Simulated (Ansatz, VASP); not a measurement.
# K: VASP beside Ansatz

Contents of INCAR:

```
ALGO = Normal
EDIFF = 1E-7
ENCUT = 520
GGA = PE
ISIF = 2
ISMEAR = -1
LASPH = T
LCHARG = F
LREAL = F
LWAVE = F
NBANDS = 16
NELM = 80
PREC = Accurate
SIGMA = 0.1
```

Contents of KPOINTS:

```
k-points
0
Gamma
  8 8 8
```

The input POSCAR:

```
K
1.0
    0.0000000000      4.8055537704      4.8055537704
    4.8055537704      0.0000000000      4.8055537704
    4.8055537704      4.8055537704      0.0000000000
K
2
Direct
   -0.1250000000     -0.1250000000     -0.1250000000
    0.1250000000      0.1250000000      0.1250000000
```

Input for Ansatz:

```yaml
crystal:
  lattice:
    - [0.0, 4.8055537704, 4.8055537704]
    - [4.8055537704, 0.0, 4.8055537704]
    - [4.8055537704, 4.8055537704, 0.0]
  atoms:
    - { symbol: K, position: [-0.125, -0.125, -0.125] }
    - { symbol: K, position: [0.125, 0.125, 0.125] }
kpoints:
  mp_grid: { grid: [8, 8, 8] }
  band_path:
    path:
      - [0.0, 0.0, 0.0]
      - [0.5, 0.0, 0.5]
      - [0.625, 0.25, 0.625]
      - [0.375, 0.375, 0.75]
      - [0.0, 0.0, 0.0]
      - [0.5, 0.5, 0.5]
      - [0.5, 0.25, 0.75]
      - [0.5, 0.0, 0.5]
    npoints: 8
scf:
  occupations: { method: fermi_dirac, width: 0.1 }
hamiltonian:
  xc: pbe
  pseudopotentials: { kind: paw }
output:
  forces: true
  stress: true
  eigenvalues: true
  populations: true
  dos: { projected: true, de: 0.2, e_range: [-14, 8] }
```

Change from the starting cell: volume scaled by 1, PAW files.

Alike in both runs: task single point; functional PBE; k mesh 8 × 8 × 8; occupations fermi-dirac, width 0.1 eV; no spin polarisation.

|  | VASP | Ansatz |
| --- | --- | --- |
| version | VASP 6.6.1 | Ansatz 0.2.0 |
| potentials or method | VASP PAW PBE potentials, release 64 (K_sv) | PAW with Ansatz's default frozen-core files, scalar-relativistic |
| plane-wave cutoff (eV) | 520 | 420 |
| valence electrons in the cell | 18 | 18 |

|  | VASP | Ansatz | Ansatz less VASP |
| --- | --- | --- | --- |
| pressure (GPa) | 0.0 | 0.0 | +0.01 |
